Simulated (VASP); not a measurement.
Here is a VASP 6.6.1 calculation.

File POSCAR:

```
Si
1.0
   -3.3180000000      3.3180000000      3.3180000000
    3.3180000000     -3.3180000000      3.3180000000
    3.3180000000      3.3180000000     -3.3180000000
Si
8
Direct
    0.2006000000      0.2006000000      0.2006000000
    0.5000000000      0.0000000000      0.2994000000
    0.2994000000      0.5000000000      0.0000000000
    0.0000000000      0.2994000000      0.5000000000
    0.7994000000      0.7994000000      0.7994000000
    0.5000000000      0.0000000000      0.7006000000
    0.7006000000      0.5000000000      0.0000000000
    0.0000000000      0.7006000000      0.5000000000
```

The input INCAR.step1:

```
SYSTEM = Si
PREC = Accurate
ENCUT = 600
ISMEAR = -1
SIGMA = 0.05
LREAL = .FALSE.
LASPH = .TRUE.
NELM = 80
GGA = PE
ALGO = Normal
EDIFF = 1E-4
LWAVE = .TRUE.
LCHARG = .FALSE.
```

Contents of INCAR.step2:

```
SYSTEM = Si
PREC = Accurate
ENCUT = 600
EDIFF = 1E-6
ISMEAR = -1
SIGMA = 0.05
LREAL = .FALSE.
LASPH = .TRUE.
NELM = 80
ALGO = Normal
ISIF = 3
LWAVE = .FALSE.
LCHARG = .FALSE.
METAGGA = R2SCAN
LMIXTAU = .TRUE.
IBRION = 2
NSW = 80
EDIFFG = -0.01
ISTART = 1
```

Contents of KPOINTS:

```
regular mesh
0
G
  4 4 4
  0 0 0
```

Potentials or basis: VASP PAW PBE potentials, release 64 (Si).

Run with:

```sh
$ cat potpaw_PBE.64/Si/POTCAR > POTCAR
$ cp INCAR.step1 INCAR
$ mpirun -np 1 vasp_std > vasp.out
$ cp INCAR.step2 INCAR
$ mpirun -np 1 vasp_std > vasp.out
```

Question: Estimate the space group after relaxing (to 0.05 Å).

Answer: Ia-3 (No. 206).

Question: Predict the relaxed volume.

Answer: 18.32 Å³/atom.

Forces in eV/Å, atoms in the order of the input:
```
Si   0.004  0.004  0.004
Si  -0.004 -0.004  0.004
Si   0.004 -0.004 -0.004
Si  -0.004  0.004 -0.004
Si  -0.004 -0.004 -0.004
Si   0.004  0.004 -0.004
Si  -0.004  0.004  0.004
Si   0.004 -0.004  0.004
```

Caveat: the PAW data sets were made with another functional, which shifts forces and pressure a little. Zero-point motion and thermal expansion aren't in these numbers.
